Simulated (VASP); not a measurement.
# SnSe2 (Fm-3m) in VASP: relaxation of cell and atoms with r2SCAN

Aim: the relaxation of cell and atoms of SnSe2 with r2SCAN.

All numbers are computed with VASP 6.6.1; they aren't measurements. Logs are shortened: lines on timing, memory, paths and dates and some standing lists are left out, and cuts for length are marked.

**1. The cell of the first run**

It takes space group Fm-3m (No. 225, cubic). Conventional cell: a = 6.891 Å, b = 6.891 Å, c = 6.891 Å, α = 90.00°, β = 90.00°, γ = 90.00°. Within 3.9 Å of Sn (site symmetry m-3m) lie 8 Se at 2.98 Å. Within 3.9 Å of Se (site symmetry -43m) lie 4 Sn at 2.98 Å and 6 Se at 3.45 Å.

**2. Relaxation of cell and atoms, r2SCAN**

Contents of POSCAR:

```
SnSe2
1.0
    0.0000000000      3.4455627440      3.4455627440
    3.4455627440      0.0000000000      3.4455627440
    3.4455627440      3.4455627440      0.0000000000
Sn Se
1 2
Direct
    0.0000000000      0.0000000000      0.0000000000
    0.2500000000      0.2500000000      0.2500000000
    0.7500000000      0.7500000000      0.7500000000
```

Contents of INCAR.step1:

```
SYSTEM = SnSe2
PREC = Accurate
ENCUT = 600
ISMEAR = -1
SIGMA = 0.02
LREAL = .False.
LASPH = .True.
NELM = 60
GGA = PE
ALGO = Normal
EDIFF = 1E-4
LWAVE = .True.
LCHARG = .False.
```

Contents of INCAR.step2:

```
SYSTEM = SnSe2
PREC = Accurate
ENCUT = 600
EDIFF = 1E-7
ISMEAR = -1
SIGMA = 0.02
LREAL = .False.
LASPH = .True.
NELM = 60
ALGO = Normal
ISIF = 3
LWAVE = .False.
LCHARG = .False.
METAGGA = R2SCAN
LMIXTAU = .True.
IBRION = 2
NSW = 80
EDIFFG = -0.005
ISTART = 1
```

Contents of KPOINTS:

```
Automatic mesh
0
Gamma
  6 6 6
  0 0 0
```

Potentials or basis: VASP PAW PBE potentials, release 64 (Sn_d, Se).

Command:

```console
$ cat potpaw_PBE.64/Sn_d/POTCAR potpaw_PBE.64/Se/POTCAR > POTCAR
$ cp INCAR.step1 INCAR
$ mpirun -np 1 vasp_std > vasp.out
$ cp INCAR.step2 INCAR
$ mpirun -np 1 vasp_std > vasp.out
```

OUTCAR:

```text
SYSTEM = SnSe2
   PREC = Accurate
   ENCUT = 600
   EDIFF = 1E-7
   ISMEAR = -1
   LREAL = .False.
   LASPH = .True.
   NELM = 60
   ISIF = 3
   METAGGA = R2SCAN
   IBRION = 2
   NSW = 80
   EDIFFG = -0.005
   ISTART = 1

 ion  position               nearest neighbor table
   1  0.000  0.000  0.000-   3 2.98   3 2.98   3 2.98   2 2.98   3 2.98   2 2.98   2 2.98   2 2.98

   2  0.250  0.250  0.250-   1 2.98   1 2.98   1 2.98   1 2.98
   3  0.750  0.750  0.750-   1 2.98   1 2.98   1 2.98   1 2.98

  LATTYP: Found a face centered cubic cell.
 ALAT       =     6.8911254880

  Lattice vectors:

 A1 = (   0.0000000000,   3.4455627440,   3.4455627440)
 A2 = (   3.4455627440,   0.0000000000,   3.4455627440)
 A3 = (   3.4455627440,   3.4455627440,   0.0000000000)

Analysis of symmetry for initial positions (statically):
=====================================================================
 Subroutine PRICEL returns:
 Original cell was already a primitive cell.

 Routine SETGRP: Setting up the symmetry group for a
 face centered cubic supercell.

 Subroutine GETGRP returns: Found 48 space group operations
 (whereof 48 operations were pure point group operations)
 out of a pool of 48 trial point group operations.

The static configuration has the point symmetry O_h .

Analysis of symmetry for dynamics (positions and initial velocities):
=====================================================================
 Subroutine PRICEL returns:
 Original cell was already a primitive cell.

 Routine SETGRP: Setting up the symmetry group for a
 face centered cubic supercell.

 Subroutine GETGRP returns: Found 48 space group operations
 (whereof 48 operations were pure point group operations)
 out of a pool of 48 trial point group operations.

The dynamic configuration has the point symmetry O_h .

 Subroutine INISYM returns: Found 48 space group operations
 (whereof 48 operations are pure point group operations),
 and found     1 'primitive' translations

----------------------------------------------------------------------------------------

                                     Primitive cell

  volume of cell :      81.8108

  direct lattice vectors                    reciprocal lattice vectors
     0.000000000  3.445562744  3.445562744    -0.145114176  0.145114176  0.145114176
     3.445562744  0.000000000  3.445562744     0.145114176 -0.145114176  0.145114176
     3.445562744  3.445562744  0.000000000     0.145114176  0.145114176 -0.145114176

  length of vectors
     4.872761563  4.872761563  4.872761563     0.251345127  0.251345127  0.251345127

  position of ions in fractional coordinates (direct lattice)
     0.000000000  0.000000000  0.000000000
     0.250000000  0.250000000  0.250000000
     0.750000000  0.750000000  0.750000000

  ion indices of the primitive-cell ions
   primitive index   ion index
                 1           1
                 2           2
                 3           3

----------------------------------------------------------------------------------------

 KPOINTS: Automatic mesh

Automatic generation of k-mesh.
 Grid dimensions read from file:
 generate k-points for:    6    6    6

 Generating k-lattice:

  Cartesian coordinates                     Fractional coordinates (reciprocal lattice)
    -0.024185696  0.024185696  0.024185696     0.166666667  0.000000000  0.000000000
     0.024185696 -0.024185696  0.024185696     0.000000000  0.166666667  0.000000000
     0.024185696  0.024185696 -0.024185696     0.000000000  0.000000000  0.166666667

  Length of vectors
     0.041890854  0.041890854  0.041890854

  Shift w.r.t. Gamma in fractional coordinates (k-lattice)
     0.000000000  0.000000000  0.000000000

 Subroutine IBZKPT returns following result:
 ===========================================

 Found     16 irreducible k-points:

 Following reciprocal coordinates:
            Coordinates               Weight
  0.000000  0.000000  0.000000      1.000000
  0.166667  0.000000  0.000000      8.000000
  0.333333  0.000000  0.000000      8.000000
  0.500000  0.000000  0.000000      4.000000
  0.166667  0.166667  0.000000      6.000000
  0.333333  0.166667  0.000000     24.000000
[... 8 lines left out ...]
 -0.333333  0.333333  0.166667     24.000000
 -0.333333  0.500000  0.166667     12.000000
   k-points           NKPTS =     16   k-points in BZ     NKDIM =     16   number of bands    NBANDS=     17
   number of dos      NEDOS =    301   number of ions     NIONS =      3
   total plane-waves  NPLWV =  64000
   dimension x,y,z NGX =    40 NGY =   40 NGZ =   40
   dimension x,y,z NGXF=    80 NGYF=   80 NGZF=   80
   ions per type =               1   2
   NGX,Y,Z   is equivalent  to a cutoff of  13.65, 13.65, 13.65 a.u.
   NGXF,Y,Z  is equivalent  to a cutoff of  27.29, 27.29, 27.29 a.u.
 SYSTEM =  SnSe2
   PREC   = accura    normal or accurate (medium, high low for compatibility)
   ISTART =      1    job   : 0-new  1-cont  2-samecut
   ICHARG =      0    charge: 1-file 2-atom 10-const
   ISPIN  =      1    spin polarized calculation?
   LNONCOLLINEAR =      F non collinear calculations
   LSORBIT =      F    spin-orbit coupling
   LASPH  =      T    aspherical Exc in radial PAW
   ENCUT  =  600.0 eV  44.10 Ry    6.64 a.u.   9.73  9.73  9.73*2*pi/ulx,y,z
   NELM   =     60;   NELMIN=  2; NELMDL=  0     # of ELM steps
   EDIFF  = 0.1E-06   stopping-criterion for ELM
   LREAL  =      F    real-space projection
   EDIFFG = -.5E-02   stopping-criterion for IOM
   NSW    =     80    number of steps for IOM
   IBRION =      2    ionic relax: 0-MD 1-quasi-New 2-CG
   NFREE  =      1    steps in history (QN), initial steepest desc. (CG)
   ISIF   =      3    stress and relaxation
   ISYM   =      2    0-nonsym 1-usesym 2-fastsym
   POTIM  = 0.5000    time-step for ionic-motion
   TEBEG  =    0.0;   TEEND  =   0.0 temperature during run
   PSTRESS=    0.0 pullay stress
   NELECT =      26.0000    total number of electrons
   NUPDOWN=      -1.0000    fix difference up-down
   EMIN   =  10.00;   EMAX   =-10.00  energy-range for DOS
   EFERMI =   0.00;   METHOD = LEGACY
   ISMEAR =    -1;   SIGMA  =   0.02  broadening in eV -4-tet -1-fermi 0-gaus
   EFERMI_NEDOS =   21; number of points for ismear=-14 and -15
   IALGO  =     38    algorithm
   IMIX   =      4    mixing-type and parameters
     AMIX     =   0.40;   BMIX     =  1.00
     AMIX_MAG =   1.60;   BMIX_MAG =  1.00
  volume/ion in A,a.u.               =      27.27       184.03
  Fermi-wavevector in a.u.,A,eV,Ry     =   1.117195  2.111193 16.981778  1.248125
  Thomas-Fermi vector in A             =   2.253816
   LORBIT       =      0    0 simple, 1 ext, 2 COOP (PROOUT), +10 PAW based schemes
   METAGGA = R2SCAN    functional components
   LHFCALC =     F    Hartree Fock is set to
   AEXX    =    0.0000 exact exchange contribution
   IVDW    =     0    specifies the selected vdW correction
   LEPSILON=     F    determine dielectric tensor
   LRPA    =     F    only Hartree local field effects (RPA)
 conjugate gradient relaxation of ions
 non-spin polarized calculation
  energy-cutoff  :      600.00
  volume of cell :       81.81
 maximum number of plane-waves:      2764
   NGX = 19   NGY = 19   NGZ = 19

--------------------------------------- Ionic step        1  -------------------------------------------

 number of electron      25.9999999 magnetization

 Free energy of the ion-electron system (eV)
  ---------------------------------------------------
  ext. energy  EPLUGINS =         0.00000000
  ---------------------------------------------------
  free energy    TOTEN  =       -52.92401816 eV

  energy without entropy =      -52.91690922  energy(sigma->0) =      -52.92046369

 E-fermi :   3.9876     XC(G=0):  -9.8806

 val. band max:        3.9699655039   @ k =   0.5000   0.3333   0.1667
 cond. band min:       4.0833079528   @ k =  -0.3333   0.3333   0.0000
 fundamental gap:      0.1133424489
 Fermi energy:         3.9876375159

 k-point     1 :       0.0000    0.0000    0.0000
  band No.  band energies     occupation
      1     -18.1856      2.00000
      2     -18.1856      2.00000
      3     -18.1856      2.00000
      4     -18.1662      2.00000
      5     -18.1662      2.00000
      6     -10.4021      2.00000
[... 9 lines left out ...]
     16       6.2573      0.00000
     17       6.2573      0.00000

 k-point     2 :       0.1667    0.0000    0.0000
  band No.  band energies     occupation
      1     -18.1871      2.00000
      2     -18.1847      2.00000
      3     -18.1847      2.00000
      4     -18.1662      2.00000
      5     -18.1662      2.00000
      6     -10.2287      2.00000
[... 9 lines left out ...]
     16       6.5967      0.00000
     17       6.5967      0.00000
[... 328 lines left out ...]
 VOLUME and BASIS-vectors are now :
 -----------------------------------------------------------------------------
  energy-cutoff  :      600.00
  volume of cell :       78.37
      direct lattice vectors                 reciprocal lattice vectors
     0.000000000  3.396567819  3.396567819    -0.147207424  0.147207424  0.147207424
     3.396567819 -0.000000000  3.396567819     0.147207424 -0.147207424  0.147207424
     3.396567819  3.396567819  0.000000000     0.147207424  0.147207424 -0.147207424

 POSITION                                       TOTAL-FORCE (eV/Angst)
 -----------------------------------------------------------------------------------
      6.79314      3.39657      3.39657         0.000000      0.000000      0.000000
      1.69828      1.69828      1.69828        -0.000000      0.000000      0.000000
      5.09485      5.09485      5.09485        -0.000000     -0.000000     -0.000000
 -----------------------------------------------------------------------------------
    total drift:                               -0.000000      0.000000      0.000000

  FREE ENERGIE OF THE ION-ELECTRON SYSTEM (eV)
  ---------------------------------------------------
  free  energy   TOTEN  =       -52.9384867821 eV

  energy  without entropy=      -52.9316815396  energy(sigma->0) =      -52.93508416

--------------------------------------- Ionic step        3  -------------------------------------------

 number of electron      26.0000004 magnetization

 Free energy of the ion-electron system (eV)
  ---------------------------------------------------
  ext. energy  EPLUGINS =         0.00000000
  ---------------------------------------------------
  free energy    TOTEN  =       -52.93950788 eV

  energy without entropy =      -52.93259895  energy(sigma->0) =      -52.93605342

 E-fermi :   4.3739     XC(G=0): -10.0444

 val. band max:        4.3527795516   @ k =   0.5000   0.3333   0.1667
 cond. band min:       4.4840009910   @ k =   0.3333   0.1667   0.0000
 fundamental gap:      0.1312214394
 Fermi energy:         4.3738727221

 k-point     1 :       0.0000    0.0000    0.0000
  band No.  band energies     occupation
      1     -17.8541      2.00000
      2     -17.8541      2.00000
      3     -17.8541      2.00000
      4     -17.8306      2.00000
      5     -17.8306      2.00000
      6     -10.2633      2.00000
[... 9 lines left out ...]
     16       6.5944      0.00000
     17       6.5944      0.00000

 k-point     2 :       0.1667    0.0000    0.0000
  band No.  band energies     occupation
      1     -17.8559      2.00000
      2     -17.8530      2.00000
      3     -17.8530      2.00000
      4     -17.8306      2.00000
      5     -17.8306      2.00000
      6     -10.0792      2.00000
[... 9 lines left out ...]
     16       6.9430      0.00000
     17       6.9430      0.00000
[... 291 lines left out ...]
 VOLUME and BASIS-vectors are now :
 -----------------------------------------------------------------------------
  energy-cutoff  :      600.00
  volume of cell :       79.05
      direct lattice vectors                 reciprocal lattice vectors
     0.000000000  3.406312733  3.406312733    -0.146786287  0.146786287  0.146786287
     3.406312733 -0.000000000  3.406312733     0.146786287 -0.146786287  0.146786287
     3.406312733  3.406312733  0.000000000     0.146786287  0.146786287 -0.146786287

 POSITION                                       TOTAL-FORCE (eV/Angst)
 -----------------------------------------------------------------------------------
      0.00000      0.00000      0.00000         0.000000      0.000000      0.000000
      1.70316      1.70316      1.70316         0.000000      0.000000     -0.000000
      5.10947      5.10947      5.10947        -0.000000     -0.000000      0.000000
 -----------------------------------------------------------------------------------
    total drift:                               -0.000000      0.000000      0.000000

  FREE ENERGIE OF THE ION-ELECTRON SYSTEM (eV)
  ---------------------------------------------------
  free  energy   TOTEN  =       -52.9395078835 eV

  energy  without entropy=      -52.9325989510  energy(sigma->0) =      -52.93605342

 reached required accuracy - stopping structural energy minimisation
```

It took 3.6 min on 1 thread of Intel Xeon Platinum 8488C (Sapphire Rapids), shared host; peak memory 0.28 GiB.

Results:

* Free energy: -52.9395 eV
* Relaxed volume: 26.35 Å³/atom
* Relaxed cell: a = 4.817 Å, b = 4.817 Å, c = 4.817 Å, α = 60.00°, β = 60.00°, γ = 60.00°
* Space group after relaxing (to 0.05 Å): Fm-3m (No. 225)
* Energy gained by relaxing: 5.2 meV/atom
* Ionic steps: 3
* Pressure after relaxing: 0.0 GPa
* Band gap on the k mesh: zero (band 13 reaches 4.63 eV, above the bottom of band 14 at 2.80 eV)

Step by step:
| step | energy change (eV) | largest force (eV/Å) | pressure (GPa) | volume (Å³) |
| --- | --- | --- | --- | --- |
| 1 | 0.0000 | 0.0000 | -1.73 | 81.81 |
| 2 | -0.0145 | 0.0000 | 0.49 | 78.37 |
| 3 | -0.0155 | 0.0000 | 0.00 | 79.05 |

Final structure:
```yaml
crystal:
  lattice:
    - [0.00000, 3.40631, 3.40631]
    - [3.40631, 0.00000, 3.40631]
    - [3.40631, 3.40631, 0.00000]
  atoms:
    - { symbol: Sn, position: [0.00000, 0.00000, 0.00000] }
    - { symbol: Se, position: [0.25000, 0.25000, 0.25000] }
    - { symbol: Se, position: [0.75000, 0.75000, 0.75000] }
```

Levels at points of the mesh, in eV from the Fermi level:
| k point | band 11 | band 12 | band 13 | band 14 | band 15 | band 16 |
| --- | --- | --- | --- | --- | --- | --- |
| (0.00, 0.00, 0.00) | -2.99 | -1.57 | -1.57 | -1.57 | 2.22 | 2.22 |
| (0.50, 0.00, 0.00) | -3.00 | -2.16 | -2.16 | 1.23 | 4.38 | 4.38 |
| (0.50, 0.50, 0.00) | -1.14 | 0.14 | 0.14 | 0.67 | 3.01 | 5.74 |

Caveat: the PAW data sets were made with another functional, which shifts forces and pressure a little; spin-orbit coupling is left out, which moves the levels of the heavy elements.
